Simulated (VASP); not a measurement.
Be2HgN2:

```xyz
5
Lattice="-1.7183 1.7183 4.5083 1.7183 -1.7183 4.5083 1.7183 1.7183 -4.5083" Properties=species:S:1:pos:R:3 pbc="T T T"
Be    1.7183    0.0000    2.2542
Be    0.0000    1.7183    2.2542
Hg    0.0000    0.0000    0.0000
N     0.0000    0.0000    5.6444
N     0.0000    0.0000    3.3722
```

* Program: VASP 6.6.1
* Task: relaxation of cell and atoms
* Functional: PBE
* Potentials or basis: VASP PAW PBE potentials, release 64 (Be, Hg, N)
* Cutoff: 600 eV
* k mesh: 8 × 8 × 8
* Occupations: gaussian, width 0.1 eV
* Spin: no spin polarisation

At the start: pressure -12.4 GPa; volume 10.65 Å³/atom.

Question: How do energy, volume and symmetry change on relaxing?

Answer: Over 16 steps the energy falls by 680.8 meV/atom and the volume is 10.07 Å³/atom (-5.5 %); space group I4/mmm (No. 139, to 0.05 Å).

Step by step:
```tsv
step	energy change (eV)	largest force (eV/Å)	pressure (GPa)	volume (Å³)
1	0.0000	4.2593	-12.45	53.24
2	-2.1845	2.7494	-0.77	47.07
3	-2.6594	0.7361	14.61	43.88
4	-3.2481	0.7287	6.98	47.54
5	-3.2813	0.9792	6.45	48.55
6	-3.2515	1.3305	7.14	50.54
7	-3.2753	1.1969	6.64	49.58
8	-3.3296	0.3721	-6.84	53.62
9	-3.3725	0.2236	-2.01	51.96
10	-3.3972	0.0973	-1.23	51.32
11	-3.4018	0.0060	-0.71	50.93
12	-3.4018	0.0001	-0.69	50.91
13	-3.4027	0.0918	0.35	50.50
14	-3.4027	0.0758	0.14	50.57
15	-3.4036	0.0495	0.06	50.46
16	-3.4040	0.0237	-0.03	50.34
```

Final structure:
```xyz
5
Lattice="-1.5369 1.5369 5.3277 1.5369 -1.5369 5.3277 1.5369 1.5369 -5.3277" Properties=species:S:1:pos:R:3 pbc="T T T"
Be    1.5369    0.0000    2.6639
Be    0.0000    1.5369    2.6639
Hg    0.0000    0.0000    0.0000
N     0.0000    0.0000    7.1709
N     0.0000    0.0000    3.4846
```
